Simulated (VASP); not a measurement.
# FeS2 (Pnnm) in VASP: electric field gradients with revPBE

Aim: the electric field gradients of FeS2 with revPBE.

All numbers are computed with VASP 6.6.1; they aren't measurements. Logs are shortened: lines on timing, memory, paths and dates and some standing lists are left out, and cuts for length are marked.

**1. The cell of the first run**

It takes space group Pnnm (No. 58, orthorhombic). The conventional cell has a = 4.440 Å, b = 5.390 Å, c = 3.370 Å, α = 90.00°, β = 90.00°, γ = 90.00°. Within 2.9 Å of Fe (site symmetry 2/m) lie 6 S at 2.21 to 2.24 Å. S (site symmetry m) has 6 Fe at 2.21 to 3.61 Å and 12 S at 2.25 to 3.37 Å within 3.7 Å.

**2. Electric field gradients, revPBE, collinear spin, ferromagnetic start**

File INCAR:

```
ALGO     = Normal         # electronic algorithm
EDIFF    = 1E-8           # SCF threshold, eV
ENCUT    = 520            # plane-wave cutoff, eV
GGA      = RE             # functional
GGA_COMPAT= False        
ISIF     = 2              # what is computed and relaxed
ISMEAR   = -1             # smearing method
ISPIN    = 2              # spin polarisation
KPAR     = 4            
LASPH    = True           # aspherical terms in the spheres
LCHARG   = False          # write CHGCAR
LEFG     = True         
LMAXMIX  = 4              # l up to which the mixer works
LORBIT   = 11             # projections on sites
LREAL    = False          # projectors in reciprocal space
LWAVE    = False          # write WAVECAR
MAGMOM   = 3 3 0 0 0 0    # initial moments
NBANDS   = 33             # bands
NELM     = 200            # most SCF steps
PREC     = Accurate       # precision mode
SIGMA    = 0.05           # smearing width, eV
```

File KPOINTS:

```
k-points
0
Gamma
  10 8 13
```

File POSCAR:

```
FeS2
1.0
    4.4400000000      0.0000000000      0.0000000000
    0.0000000000      5.3900000000      0.0000000000
    0.0000000000      0.0000000000      3.3700000000
Fe S
2 4
Direct
    0.0000000000      0.0000000000      0.0000000000
    0.5000000000      0.5000000000      0.5000000000
    0.2030000000      0.3750000000      0.0000000000
    0.2970000000      0.8750000000      0.5000000000
    0.7970000000      0.6250000000      0.0000000000
    0.7030000000      0.1250000000      0.5000000000
```

Potentials or basis: VASP PAW PBE potentials, release 64 (Fe, S).

Launch:

```
cat potpaw_PBE.64/Fe/POTCAR potpaw_PBE.64/S/POTCAR > POTCAR
mpirun -np 4 vasp_std > vasp.out
```

OUTCAR:

```text
EDIFF = 1E-8
   ENCUT = 520
   GGA = RE
   ISIF = 2
   ISMEAR = -1
   ISPIN = 2
   LASPH = True
   LORBIT = 11
   LREAL = False
   NELM = 200
   PREC = Accurate

 ion  position               nearest neighbor table
   1  0.000  0.000  0.000-   3 2.21   5 2.21   4 2.24   6 2.24   4 2.24   6 2.24
   2  0.500  0.500  0.500-   4 2.21   6 2.21   5 2.24   3 2.24   3 2.24   5 2.24
   3  0.203  0.375  0.000-   1 2.21   2 2.24   2 2.24   5 2.25
   4  0.297  0.875  0.500-   2 2.21   1 2.24   1 2.24   6 2.25
   5  0.797  0.625  0.000-   1 2.21   2 2.24   2 2.24   3 2.25
   6  0.703  0.125  0.500-   2 2.21   1 2.24   1 2.24   4 2.25

  LATTYP: Found a simple orthorhombic cell.
 ALAT       =     3.3700000000
 B/A-ratio  =     1.3175074184
 C/A-ratio  =     1.5994065282

  Lattice vectors:

 A1 = (   0.0000000000,   0.0000000000,   3.3700000000)
 A2 = (   4.4400000000,   0.0000000000,   0.0000000000)
 A3 = (   0.0000000000,   5.3900000000,   0.0000000000)

Analysis of symmetry for initial positions (statically):
=====================================================================
 Subroutine PRICEL returns:
 Original cell was already a primitive cell.

 Routine SETGRP: Setting up the symmetry group for a
 simple orthorhombic supercell.

 Subroutine GETGRP returns: Found  8 space group operations
 (whereof  4 operations were pure point group operations)
 out of a pool of  8 trial point group operations.

The static configuration has the point symmetry C_2h.
 The point group associated with its full space group is D_2h.

Analysis of symmetry for dynamics (positions and initial velocities):
=====================================================================
 Subroutine PRICEL returns:
 Original cell was already a primitive cell.

 Routine SETGRP: Setting up the symmetry group for a
 simple orthorhombic supercell.

 Subroutine GETGRP returns: Found  8 space group operations
 (whereof  4 operations were pure point group operations)
 out of a pool of  8 trial point group operations.

The dynamic configuration has the point symmetry C_2h.
 The point group associated with its full space group is D_2h.

Analysis of structural, dynamic, and magnetic symmetry:
=====================================================================
 Subroutine PRICEL returns:
 Original cell was already a primitive cell.

 Routine SETGRP: Setting up the symmetry group for a
 simple orthorhombic supercell.

 Subroutine GETGRP returns: Found  8 space group operations
 (whereof  4 operations were pure point group operations)
 out of a pool of  8 trial point group operations.

The overall configuration has the point symmetry C_2h.
 The point group associated with its full space group is D_2h.

 Subroutine INISYM returns: Found  8 space group operations
 (whereof  4 operations are pure point group operations),
 and found     1 'primitive' translations

----------------------------------------------------------------------------------------

                                     Primitive cell

  volume of cell :      80.6495

  direct lattice vectors                    reciprocal lattice vectors
     4.440000000  0.000000000  0.000000000     0.225225225  0.000000000  0.000000000
     0.000000000  5.390000000  0.000000000     0.000000000  0.185528757  0.000000000
     0.000000000  0.000000000  3.370000000     0.000000000  0.000000000  0.296735905

  length of vectors
     4.440000000  5.390000000  3.370000000     0.225225225  0.185528757  0.296735905

  position of ions in fractional coordinates (direct lattice)
     0.000000000  0.000000000  0.000000000
     0.500000000  0.500000000  0.500000000
     0.203000000  0.375000000  0.000000000
     0.297000000  0.875000000  0.500000000
     0.797000000  0.625000000  0.000000000
     0.703000000  0.125000000  0.500000000

  ion indices of the primitive-cell ions
   primitive index   ion index
                 1           1
                 2           2
                 3           3
                 4           4
                 5           5
                 6           6

----------------------------------------------------------------------------------------

 KPOINTS: k-points

Automatic generation of k-mesh.
 Grid dimensions read from file:
 generate k-points for:   10    8   13

[... 69 lines left out ...]
   ISIF   =      2    stress and relaxation
   ISYM   =      2    0-nonsym 1-usesym 2-fastsym
   POTIM  = 0.5000    time-step for ionic-motion
   TEBEG  =    0.0;   TEEND  =   0.0 temperature during run
   PSTRESS=    0.0 pullay stress
   NELECT =      40.0000    total number of electrons
   NUPDOWN=      -1.0000    fix difference up-down
   EMIN   =  10.00;   EMAX   =-10.00  energy-range for DOS
   EFERMI =   0.00;   METHOD = LEGACY
   ISMEAR =    -1;   SIGMA  =   0.05  broadening in eV -4-tet -1-fermi 0-gaus
   EFERMI_NEDOS =   21; number of points for ismear=-14 and -15
   IALGO  =     38    algorithm
   IMIX   =      4    mixing-type and parameters
     AMIX     =   0.40;   BMIX     =  1.00
     AMIX_MAG =   1.60;   BMIX_MAG =  1.00
  volume/ion in A,a.u.               =      13.44        90.71
  Fermi-wavevector in a.u.,A,eV,Ry     =   1.295869  2.448836 22.847927  1.679275
  Thomas-Fermi vector in A             =   2.427361
   LORBIT       =     11    0 simple, 1 ext, 2 COOP (PROOUT), +10 PAW based schemes
   GGA     = RE    functional components
   LHFCALC =     F    Hartree Fock is set to
   AEXX    =    0.0000 exact exchange contribution
   IVDW    =     0    specifies the selected vdW correction
   LEPSILON=     F    determine dielectric tensor
   LRPA    =     F    only Hartree local field effects (RPA)
 spin polarized calculation
  energy-cutoff  :      520.00
  volume of cell :       80.65
 maximum number of plane-waves:      2200
 NGX is ok and might be reduce to    36
   NGX = 17   NGY = 21   NGZ = 13

 number of electron      39.9999994 magnetization       0.0003700

 number of electron      39.9999994 magnetization      -0.0000188

 Free energy of the ion-electron system (eV)
  ---------------------------------------------------
  ext. energy  EPLUGINS =         0.00000000
  ---------------------------------------------------
  free energy    TOTEN  =       -33.74359066 eV

  energy without entropy =      -33.74357545  energy(sigma->0) =      -33.74358306

 E-fermi :   8.4231     XC(G=0): -11.7022

 val. band max:        8.0029454263   @ k =   0.4000   0.0000   0.0000
 cond. band min:       8.8288200355   @ k =   0.0000   0.5000   0.4615
 fundamental gap:      0.8258746092
 Fermi energy:         8.4230725846

 spin component 1

 k-point     1 :       0.0000    0.0000    0.0000
  band No.  band energies     occupation
      1      -8.8704      1.00000
      2      -6.4648      1.00000
      3      -4.6352      1.00000
      4      -3.9010      1.00000
      5       0.2808      1.00000
      6       1.7620      1.00000
[... 829 lines left out ...]
     31      17.1079      0.00000
     32      17.1210      0.00000

 [... further k-points ...]

 spin component 2

 k-point     1 :       0.0000    0.0000    0.0000
  band No.  band energies     occupation
      1      -8.8704      1.00000
      2      -6.4648      1.00000
      3      -4.6352      1.00000
      4      -3.9010      1.00000
      5       0.2808      1.00000
      6       1.7620      1.00000
[... 829 lines left out ...]
     31      17.1079      0.00000
     32      17.1094      0.00000

 [... further k-points ...]

 [bands above 32 left out]

------------------------ aborting loop because EDIFF is reached ----------------------------------------

  FORCE on cell =-STRESS in cart. coord.  units (eV):
  Direction    XX          YY          ZZ          XY          YZ          ZX
  --------------------------------------------------------------------------------------
  -------------------------------------------------------------------------------------
  Total        1.4439468      2.2542020      2.0441021      0.0000000      0.0000000      0.0000000
  in kB       28.6853488     44.7818242     40.6079929      0.0000000      0.0000000      0.0000000
  external PRESSURE =      38.0250553 kB  Pullay stress =       0.0000000 kB

 VOLUME and BASIS-vectors are now :
 -----------------------------------------------------------------------------
  energy-cutoff  :      520.00
  volume of cell :       80.65
      direct lattice vectors                 reciprocal lattice vectors
     4.440000000  0.000000000  0.000000000     0.225225225  0.000000000  0.000000000
     0.000000000  5.390000000  0.000000000     0.000000000  0.185528757  0.000000000
     0.000000000  0.000000000  3.370000000     0.000000000  0.000000000  0.296735905

 POSITION                                       TOTAL-FORCE (eV/Angst)
 -----------------------------------------------------------------------------------
      0.00000      0.00000      0.00000        -0.000000      0.000000      0.000000
      2.22000      2.69500      1.68500        -0.000000      0.000000      0.000000
      0.90132      2.02125      0.00000         0.071544      0.118505      0.000000
      1.31868      4.71625      1.68500        -0.071544      0.118505      0.000000
      3.53868      3.36875      0.00000        -0.071544     -0.118505      0.000000
      3.12132      0.67375      1.68500         0.071544     -0.118505      0.000000
 -----------------------------------------------------------------------------------
    total drift:                               -0.000000      0.000000      0.000000

  FREE ENERGIE OF THE ION-ELECTRON SYSTEM (eV)
  ---------------------------------------------------
  free  energy   TOTEN  =       -33.7435906629 eV

  energy  without entropy=      -33.7435754514  energy(sigma->0) =      -33.74358306

 Electric field gradients (V/A^2)
---------------------------------------------------------------------
 ion       V_xx      V_yy      V_zz      V_xy      V_xz      V_yz
---------------------------------------------------------------------
   1      30.396     3.534   -33.930     3.638     0.000    -0.000
   2      30.396     3.534   -33.930    -3.638    -0.000    -0.000
   3      71.036    15.836   -86.872   -91.562    -0.000    -0.000
   4      71.036    15.836   -86.872    91.562    -0.000    -0.000
   5      71.036    15.836   -86.872   -91.562     0.000     0.000
   6      71.036    15.836   -86.872    91.562     0.000     0.000
---------------------------------------------------------------------

 Electric field gradients after diagonalization (V/A^2)
 (convention: |V_zz| > |V_xx| > |V_yy|)
----------------------------------------------------------------------
 ion       V_xx      V_yy      V_zz     asymmetry (V_yy - V_xx)/ V_zz
----------------------------------------------------------------------
   1      30.880     3.050   -33.930       0.820
   2      30.880     3.050   -33.930       0.820
   3     -86.872   -52.196   139.067       0.249
   4     -86.872   -52.196   139.067       0.249
   5     -86.872   -52.196   139.067       0.249
   6     -86.872   -52.196   139.067       0.249
----------------------------------------------------------------------

           NMR quadrupolar parameters

 Cq : quadrupolar parameter    Cq=e*Q*V_zz/h
 eta: asymmetry parameters     (V_yy - V_xx)/ V_zz
 Q  : nuclear electric quadrupole moment in mb (millibarn)
----------------------------------------------------------------------
 ion       Cq(MHz)       eta       Q (mb)
----------------------------------------------------------------------
   1      -0.082       0.820       1.000
   2      -0.082       0.820       1.000
   3       0.336       0.249       1.000
   4       0.336       0.249       1.000
   5       0.336       0.249       1.000
   6       0.336       0.249       1.000
----------------------------------------------------------------------

 total charge

# of ion       s       p       d       tot
------------------------------------------
    1        0.442   0.667   6.511   7.621
    2        0.442   0.667   6.511   7.621
    3        1.349   2.307   0.000   3.656
    4        1.349   2.307   0.000   3.656
    5        1.349   2.307   0.000   3.656
    6        1.349   2.307   0.000   3.656
--------------------------------------------------
tot          6.279  10.563  13.023  29.865

 magnetization (x)

# of ion       s       p       d       tot
------------------------------------------
    1       -0.000   0.000  -0.000  -0.000
    2       -0.000   0.000  -0.000  -0.000
    3        0.000   0.000   0.000   0.000
    4        0.000   0.000   0.000   0.000
    5        0.000   0.000   0.000   0.000
    6        0.000   0.000   0.000   0.000
--------------------------------------------------
tot          0.000   0.000  -0.000  -0.000
```

Wall time 8.9 min (4 MPI ranks of Intel Xeon Platinum 8259CL at 2.50GHz (Skylake/Cascade Lake), shared host); peak memory 0.79 GiB.

What came out:

```
Free energy                                           : -33.7436 eV
Pressure                                              : 3.8 GPa
Largest force                                         : 0.138 eV/Å
Band gap on the k mesh                                : 0.83 eV (least direct gap 1.13 eV)
Net moment                                            : 0.00 μB per cell
Largest electric field gradient by atom               : Fe -33.9; S +139.1 V/Å²
Valence electrons inside the program's atomic spheres : Fe 7.62; S 3.66
```

Forces on the atoms (eV/Å):
```
Fe   0.000  0.000  0.000
Fe   0.000  0.000  0.000
S    0.072  0.119  0.000
S   -0.072  0.119  0.000
S   -0.072 -0.119  0.000
S    0.072 -0.119  0.000
```

Electric field gradients, principal values (V/Å²):
| atom | least | middle | greatest (by size) |
| --- | --- | --- | --- |
| 1 Fe | 3.050 | 30.880 | -33.930 |
| 2 Fe | 3.050 | 30.880 | -33.930 |
| 3 S | -52.196 | -86.872 | 139.067 |
| 4 S | -52.196 | -86.872 | 139.067 |
| 5 S | -52.196 | -86.872 | 139.067 |
| 6 S | -52.196 | -86.872 | 139.067 |

Caveat: the cell stands under pressure; the moments typed at the start vanished in this run; without QUAD_EFG the Cq values of the log hold for a quadrupole moment of 1 mb, not for the nuclei; the PAW data sets were made with another functional, which shifts forces and pressure a little. As with any semilocal functional, this revPBE gap is likely too small.
